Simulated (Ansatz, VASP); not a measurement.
GePt: VASP beside Ansatz

```
CELL_PARAMETERS angstrom
2.81466 0.00000 0.00000
-1.40733 2.43757 0.00000
0.00000 0.00000 5.06505
ATOMIC_POSITIONS crystal
Ge 0.00000 0.00000 0.20591
Pt 0.00000 0.00000 0.70609
```

Alike in both runs: functional PBE; k mesh 8 × 8 × 4; occupations gaussian, width 0.2 eV; no spin polarisation.

Ansatz relaxed the structure, and its values are those at the end. VASP's run is a single point on that final structure, the one shown.

|  | VASP | Ansatz |
| --- | --- | --- |
| version | VASP 6.6.1 | Ansatz 0.2.0 |
| potentials or method | VASP PAW PBE potentials, release 64 (Ge_d, Pt), cutoff 500 eV | scalar-relativistic, plane waves, PAW |
| valence electrons in the cell | 24 | 32 |

Ansatz gave:

| Quantity | Value |
| --- | --- |
| gap on the k mesh at the Fermi level (eV) | none |
| pressure (GPa) | 0.0 |

**Question.** What did VASP give for the same quantities?

**Answer.** gap on the k mesh at the Fermi level (eV): none; pressure (GPa): -0.2.

A gap of «none» marks a metal or a gap that the smearing closes. VASP's potentials hold 24 valence electrons a cell and Ansatz's 32, so a difference there can come from the potentials and not from the codes.

Neither program's run includes spin-orbit coupling.
